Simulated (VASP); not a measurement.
Crystal: CdRe.

```xyz
4
Lattice="4.1550 0.0000 0.0000 0.0000 4.1550 0.0000 0.0000 0.0000 4.1550" Properties=species:S:1:pos:R:3 pbc="T T T"
Cd    0.0000    0.0000    0.0000
Cd    0.0000    2.0775    2.0775
Re    2.0775    0.0000    2.0775
Re    2.0775    2.0775    0.0000
```

* Program: VASP 6.6.1
* Task: relaxation of cell and atoms
* Functional: LDA
* Potentials or basis: VASP PAW LDA potentials, release 64 (Cd, Re)
* Cutoff: 600 eV
* k mesh: 4 × 4 × 4
* Occupations: fermi-dirac, width 0.05 eV
* Spin: no spin polarisation

At the start: pressure -17.7 GPa; volume 17.93 Å³/atom.

**Question.** Where does the relaxation end?

**Answer.** Over 12 steps the energy falls by 282.0 meV/atom and the volume is 16.32 Å³/atom (-9.0 %); space group P4/mmm (No. 123, to 0.1 Å) before and after.

Step by step:
| step | energy change (eV) | largest force (eV/Å) | pressure (GPa) | volume (Å³) |
| --- | --- | --- | --- | --- |
| 1 | 0.0000 | 0.0000 | -17.67 | 71.73 |
| 2 | 1.2715 | 0.0000 | 72.16 | 52.93 |
| 3 | -0.6077 | 0.0000 | 2.27 | 63.95 |
| 4 | -0.6098 | 0.0000 | 3.38 | 63.65 |
| 5 | -1.0026 | 0.0000 | 4.51 | 63.54 |
| 6 | -1.0850 | 0.0000 | 6.65 | 63.32 |
| 7 | -1.0843 | 0.0000 | 7.22 | 63.26 |
| 8 | -0.9230 | 0.0000 | -12.17 | 70.04 |
| 9 | -1.1269 | 0.0000 | 0.07 | 65.31 |
| 10 | -1.1269 | 0.0000 | 0.28 | 65.25 |
| 11 | -1.1280 | 0.0000 | -0.05 | 65.28 |
| 12 | -1.1280 | 0.0000 | 0.00 | 65.28 |

Final structure:
```
CELL_PARAMETERS angstrom
4.57750 0.00000 0.00000
0.00000 3.77631 0.00000
0.00000 0.00000 3.77631
ATOMIC_POSITIONS crystal
Cd 0.00000 0.00000 0.00000
Cd 0.00000 0.50000 0.50000
Re 0.50000 0.00000 0.50000
Re 0.50000 0.50000 0.00000
```

Caveat: the k points lie up to 0.42 Å⁻¹ apart in the final cell, too coarse for converged energies and pressures of a metal.
